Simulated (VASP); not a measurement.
# MgS in VASP: notebook

MgS is run at these levels: r2SCAN; tasks: single point.

Everything below comes from runs of VASP 6.6.1. Logs are shortened: lines on timing, memory, paths and dates and some standing lists are left out, and cuts for length are marked.

### Step 1. The cell of the first run

It takes space group Fm-3m (No. 225, cubic). Conventional cell: a = 5.203 Å, b = 5.203 Å, c = 5.203 Å, α = 90.00°, β = 90.00°, γ = 90.00°. Mg (site symmetry m-3m) has 6 S at 2.60 Å within 3.4 Å. Within 3.4 Å of S (site symmetry m-3m) lie 6 Mg at 2.60 Å.

### Step 2. Single point, r2SCAN

Input file POSCAR:

```
MgS
1.0
    2.6016500000      2.6016500000      0.0000000000
   -2.6016500000      2.6016500000      0.0000000000
    0.0000000000      2.6016500000      2.6016500000
Mg S
1 1
Direct
    0.0000000000      0.0000000000      0.0000000000
    0.5000000000      0.5000000000      0.0000000000
```

Input file INCAR.step1:

```
  PREC = Accurate
  ENCUT = 520
  ISMEAR = 0
  SIGMA = 0.01
  LREAL = F
  LASPH = T
  NELM = 80
  NBANDS = 11
  GGA = PE
  ALGO = Normal
  EDIFF = 1E-4
  LWAVE = T
  LCHARG = F
```

Input file INCAR.step2:

```
  PREC = Accurate
  ENCUT = 520
  EDIFF = 1E-6
  ISMEAR = 0
  SIGMA = 0.01
  LREAL = F
  LASPH = T
  NELM = 80
  ALGO = Normal
  ISIF = 2
  LWAVE = F
  LCHARG = F
  METAGGA = R2SCAN
  LMIXTAU = T
  NBANDS = 11
  ISTART = 1
```

Input file KPOINTS:

```
Automatic mesh
0
Gamma
  8 8 8
```

Potentials or basis: VASP PAW PBE potentials, release 64 (Mg, S).

Started as:

```bash
cat potpaw_PBE.64/Mg/POTCAR potpaw_PBE.64/S/POTCAR > POTCAR
cp INCAR.step1 INCAR
mpirun -np 1 vasp_std > vasp.out
cp INCAR.step2 INCAR
mpirun -np 1 vasp_std > vasp.out
```

OUTCAR:

```text
PREC = Accurate
   ENCUT = 520
   EDIFF = 1E-6
   ISMEAR = 0
   LREAL = F
   LASPH = T
   NELM = 80
   ISIF = 2
   METAGGA = R2SCAN
   ISTART = 1

 ion  position               nearest neighbor table
   1  0.000  0.000  0.000-   2 2.60   2 2.60   2 2.60   2 2.60   2 2.60   2 2.60
   2  0.500  0.500  0.000-   1 2.60   1 2.60   1 2.60   1 2.60   1 2.60   1 2.60

  LATTYP: Found a face centered cubic cell.
 ALAT       =     5.2033000000

  Lattice vectors:

 A1 = (   0.0000000000,   2.6016500000,   2.6016500000)
 A2 = (   2.6016500000,   0.0000000000,   2.6016500000)
 A3 = (   2.6016500000,   2.6016500000,   0.0000000000)

Analysis of symmetry for initial positions (statically):
=====================================================================
 Subroutine PRICEL returns:
 Original cell was already a primitive cell.

 Routine SETGRP: Setting up the symmetry group for a
 face centered cubic supercell.

 Subroutine GETGRP returns: Found 48 space group operations
[... 9 lines left out ...]

 Routine SETGRP: Setting up the symmetry group for a
 face centered cubic supercell.

 Subroutine GETGRP returns: Found 48 space group operations
[... 11 lines left out ...]
                                     Primitive cell

  volume of cell :      35.2190

  direct lattice vectors                    reciprocal lattice vectors
     2.601650000  2.601650000  0.000000000     0.192185728  0.192185728 -0.192185728
    -2.601650000  2.601650000  0.000000000    -0.192185728  0.192185728 -0.192185728
     0.000000000  2.601650000  2.601650000     0.000000000  0.000000000  0.384371457

  length of vectors
     3.679288715  3.679288715  3.679288715     0.332875446  0.332875446  0.384371457

  position of ions in fractional coordinates (direct lattice)
     0.000000000  0.000000000  0.000000000
     0.500000000  0.500000000  0.000000000

  ion indices of the primitive-cell ions
   primitive index   ion index
                 1           1
                 2           2

----------------------------------------------------------------------------------------

 KPOINTS: Automatic mesh

Automatic generation of k-mesh.
 Grid dimensions read from file:
 generate k-points for:    8    8    8

 Generating k-lattice:

[... 57 lines left out ...]
   LSORBIT =      F    spin-orbit coupling
   LASPH  =      T    aspherical Exc in radial PAW
   ENCUT  =  520.0 eV  38.22 Ry    6.18 a.u.   6.84  6.84  6.84*2*pi/ulx,y,z
   NELM   =     80;   NELMIN=  2; NELMDL=  0     # of ELM steps
   EDIFF  = 0.1E-05   stopping-criterion for ELM
   LREAL  =      F    real-space projection
   EDIFFG = 0.1E-04   stopping-criterion for IOM
   NSW    =      0    number of steps for IOM
   IBRION =     -1    ionic relax: 0-MD 1-quasi-New 2-CG
   NFREE  =      0    steps in history (QN), initial steepest desc. (CG)
   ISIF   =      2    stress and relaxation
   ISYM   =      2    0-nonsym 1-usesym 2-fastsym
   POTIM  = 0.5000    time-step for ionic-motion
   TEBEG  =    0.0;   TEEND  =   0.0 temperature during run
   PSTRESS=    0.0 pullay stress
   NELECT =       8.0000    total number of electrons
   NUPDOWN=      -1.0000    fix difference up-down
   EMIN   =  10.00;   EMAX   =-10.00  energy-range for DOS
   EFERMI =   0.00;   METHOD = LEGACY
   ISMEAR =     0;   SIGMA  =   0.01  broadening in eV -4-tet -1-fermi 0-gaus
   EFERMI_NEDOS =   21; number of points for ismear=-14 and -15
   IALGO  =     38    algorithm
   IMIX   =      4    mixing-type and parameters
     AMIX     =   0.40;   BMIX     =  1.00
     AMIX_MAG =   1.60;   BMIX_MAG =  1.00
  volume/ion in A,a.u.               =      17.61       118.83
  Fermi-wavevector in a.u.,A,eV,Ry     =   0.998878  1.887606 13.575323  0.997758
  Thomas-Fermi vector in A             =   2.131131
   LORBIT       =      0    0 simple, 1 ext, 2 COOP (PROOUT), +10 PAW based schemes
   METAGGA = R2SCAN    functional components
   LHFCALC =     F    Hartree Fock is set to
   AEXX    =    0.0000 exact exchange contribution
   IVDW    =     0    specifies the selected vdW correction
   LEPSILON=     F    determine dielectric tensor
   LRPA    =     F    only Hartree local field effects (RPA)
 non-spin polarized calculation
 Gauss-broadening in eV      SIGMA  =   0.01
  energy-cutoff  :      520.00
  volume of cell :       35.22
 maximum number of plane-waves:       960
   NGX = 13   NGY = 13   NGZ = 13

 number of electron       8.0000000 magnetization

 Free energy of the ion-electron system (eV)
  ---------------------------------------------------
  ext. energy  EPLUGINS =         0.00000000
  ---------------------------------------------------
  free energy    TOTEN  =       -15.51051094 eV

  energy without entropy =      -15.51051094  energy(sigma->0) =      -15.51051094

 E-fermi :   3.5430     XC(G=0): -10.0899

 val. band max:        3.4928561601   @ k =   0.0000   0.0000   0.0000
 cond. band min:       6.9265859220   @ k =   0.5000   0.5000   0.0000
 fundamental gap:      3.4337297620
 Fermi energy:         3.5429774524

 k-point     1 :       0.0000    0.0000    0.0000
  band No.  band energies     occupation
      1      -9.6900      2.00000
      2       3.4929      2.00000
      3       3.4929      2.00000
      4       3.4929      2.00000
      5       8.1078      0.00000
      6      12.0238      0.00000
      7      12.0238      0.00000
      8      12.0238      0.00000
      9      14.4343      0.00000
     10      14.4343      0.00000
     11      17.0362      0.00000
[... 309 lines left out ...]
 k-point    24 :       0.5000    0.2500    0.1250
  band No.  band energies     occupation
      1      -8.1554      2.00000
      2      -0.8519      2.00000
      3       1.3283      2.00000
      4       2.3188      2.00000
      5       9.7128      0.00000
      6      10.2681      0.00000
      7      12.5919      0.00000
      8      13.7198      0.00000
      9      16.6151      0.00000
     10      17.8795      0.00000
     11      19.9360      0.00000

 [... further k-points ...]
[... 5 lines left out ...]
  --------------------------------------------------------------------------------------
  -------------------------------------------------------------------------------------
  Total       -0.1050227     -0.1050227     -0.1050227      0.0000000      0.0000000     -0.0000000
  in kB       -4.7776807     -4.7776807     -4.7776807      0.0000000      0.0000000     -0.0000000
  external PRESSURE =      -4.7776807 kB  Pullay stress =       0.0000000 kB

 VOLUME and BASIS-vectors are now :
 -----------------------------------------------------------------------------
  energy-cutoff  :      520.00
  volume of cell :       35.22
      direct lattice vectors                 reciprocal lattice vectors
     2.601650000  2.601650000  0.000000000     0.192185728  0.192185728 -0.192185728
    -2.601650000  2.601650000  0.000000000    -0.192185728  0.192185728 -0.192185728
     0.000000000  2.601650000  2.601650000     0.000000000  0.000000000  0.384371457

 POSITION                                       TOTAL-FORCE (eV/Angst)
 -----------------------------------------------------------------------------------
      0.00000      0.00000      0.00000         0.000000      0.000000      0.000000
      0.00000      2.60165      0.00000        -0.000000     -0.000000      0.000000
 -----------------------------------------------------------------------------------
    total drift:                               -0.000000      0.000000     -0.000000

  FREE ENERGIE OF THE ION-ELECTRON SYSTEM (eV)
  ---------------------------------------------------
  free  energy   TOTEN  =       -15.5105109364 eV

  energy  without entropy=      -15.5105109364  energy(sigma->0) =      -15.51051094
```

Wall time 35 s (1 thread of Intel Xeon 6975P-C (Granite Rapids), shared host); peak memory 0.16 GiB.

Results:

```
Free energy            : -15.5105 eV
Pressure               : -0.5 GPa
Band gap on the k mesh : 3.43 eV, indirect (least direct gap 4.61 eV)
```

Caveat: the PAW data sets were made with another functional, which shifts forces and pressure a little. r2SCAN opens gaps a little over a GGA but as a rule still falls short of measured ones.

### Step 3. Single point, r2SCAN (in-plane strain -0.02, then relaxed in part)

Input file POSCAR:

```
MgS
1.0
    2.5496170000      2.5496170000      0.0000000000
   -2.5496170000      2.5496170000      0.0000000000
    0.0000000000      2.5496170000      2.6328698000
Mg S
1 1
Direct
    0.0000000000      0.0000000000      0.0000000000
    0.5000000000      0.5000000000      0.0000000000
```

Input file INCAR.step1:

```
SYSTEM = MgS
ALGO = Normal
EDIFF = 1E-4
ENCUT = 520
GGA = PE
ISMEAR = 0
LASPH = .True.
LCHARG = .False.
LREAL = .False.
LWAVE = .True.
NBANDS = 11
NELM = 80
PREC = Accurate
SIGMA = 0.01
```

Input file INCAR.step2:

```
SYSTEM = MgS
ALGO = Normal
EDIFF = 1E-7
ENCUT = 520
ISIF = 2
ISMEAR = 0
ISTART = 1
LASPH = .True.
LCHARG = .False.
LMIXTAU = .True.
LREAL = .False.
LWAVE = .False.
METAGGA = R2SCAN
NBANDS = 11
NELM = 80
PREC = Accurate
SIGMA = 0.01
```

Input file KPOINTS:

```
k-points
0
Gamma
  8 8 8
  0 0 0
```

Potentials or basis: VASP PAW PBE potentials, release 64 (Mg, S).

Started as:

```bash
cat potpaw_PBE.64/Mg/POTCAR potpaw_PBE.64/S/POTCAR > POTCAR
cp INCAR.step1 INCAR
mpirun -np 1 vasp_std > vasp.out
cp INCAR.step2 INCAR
mpirun -np 1 vasp_std > vasp.out
```

Wall time 65 s (1 thread of Intel Xeon 6975P-C (Granite Rapids), shared host); peak memory 0.17 GiB.

The run converged. Its results:

```yaml
Free_energy: -15.4973 eV
Pressure: 2.1 GPa
Band_gap_on_the_k_mesh: 3.36 eV, indirect (least direct gap 4.77 eV)
```

Stress tensor (GPa, compression positive):
```
 3.36  0.00  0.00
 0.00  3.36  0.00
 0.00  0.00 -0.44
```

Levels at points of the mesh, in eV from the valence-band top:
```tsv
k point	band 1	band 2	band 3	band 4	band 5	band 6	band 7	band 8	band 9
(0.00, 0.00, 0.00)	-13.44	-0.13	-0.13	0.00	4.77	8.20	8.55	8.55	10.66
(0.50, 0.00, 0.00)	-12.03	-5.12	-0.79	-0.69	5.16	7.30	7.64	11.48	13.32
(0.50, 0.50, 0.00)	-11.58	-4.50	-2.07	-1.78	3.36	4.72	13.46	13.49	14.22
(0.00, 0.00, 0.50)	-11.72	-4.53	-1.78	-1.78	3.55	4.83	13.13	13.44	14.92
```

Caveat: the cell differs from its parent crystal (in-plane strain -0.02, then relaxed in part); the PAW data sets were made with another functional, which shifts forces and pressure a little.

(Continued in part 2 of 2.)
